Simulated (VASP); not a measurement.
Write the native input for VASP 6.6.1 that does the following.

```
Task                   : single point
Functional             : PBE
Potentials or basis    : VASP PAW PBE potentials, release 64 (N, Ga_d)
Cutoff                 : 520 eV
k mesh                 : 8 × 8 × 1
Occupations            : gaussian, width 0.05 eV
Spin                   : collinear spin
Starting moments       : [0.0, 0.0, 0.0, 3.0, 0.0, 0.0, 0.0] μB
Dipole correction      : yes
Further INCAR settings : ALGO = Normal; EDIFF = 1e-06; NBANDS = 42
```

The structure of Ga3N4 lies in POSCAR:

```
Ga3N4
1.0
    3.2165072845      0.0000000000      0.0000000000
    0.0000000000      3.2165072845      0.0000000000
    0.0000000000      0.0000000000     21.2198072894
N Ga
4 3
Direct
    0.0000000000      0.5000000000      0.1885031257
    0.5000000000      0.0000000000      0.2956866680
    0.0000000000      0.5000000000      0.4029970640
    0.5000000000      0.7500000000      0.5369217358
    0.5000000000      0.5000000000      0.2420948968
    0.0000000000      0.0000000000      0.3470972838
    0.5000000000      0.5000000000      0.4580535137
```

The input as run:

INCAR

```
PREC = Accurate
ENCUT = 520
EDIFF = 1E-6
ISMEAR = 0
SIGMA = 0.05
LREAL = F
LASPH = T
NELM = 150
ALGO = Normal
ISIF = 2
LWAVE = F
LCHARG = F
ISPIN = 2
MAGMOM = 0 0 0 3 0 0 0
LORBIT = 11
LDIPOL = T
IDIPOL = 3
DIPOL = 0.5 0.5 0.353
GGA = PE
NBANDS = 42
```

KPOINTS

```
Automatic mesh
0
Gamma
  8 8 1
```

Potentials or basis: VASP PAW PBE potentials, release 64 (N, Ga_d).

Launch:

```console
$ cat potpaw_PBE.64/N/POTCAR potpaw_PBE.64/Ga_d/POTCAR > POTCAR
$ mpirun -np 1 vasp_std > vasp.out
```

It gave:

| Item | Value |
| --- | --- |
| Largest force | 1.903 eV/Å |
| Net moment | 2.32 μB per cell |
| Site moments | N +0.43, +0.03, +0.02, +1.07; Ga +0.01, +0.00, -0.02 μB |
| Valence electrons inside the program's atomic spheres | N 3.48, 3.73, 3.69, 3.41; Ga 11.81, 11.80, 11.76 |

Wall time 11 min on 1 thread of Intel(R) Xeon(R) Platinum 8488C (Sapphire Rapids) (shared host), peak memory 0.57 GiB.
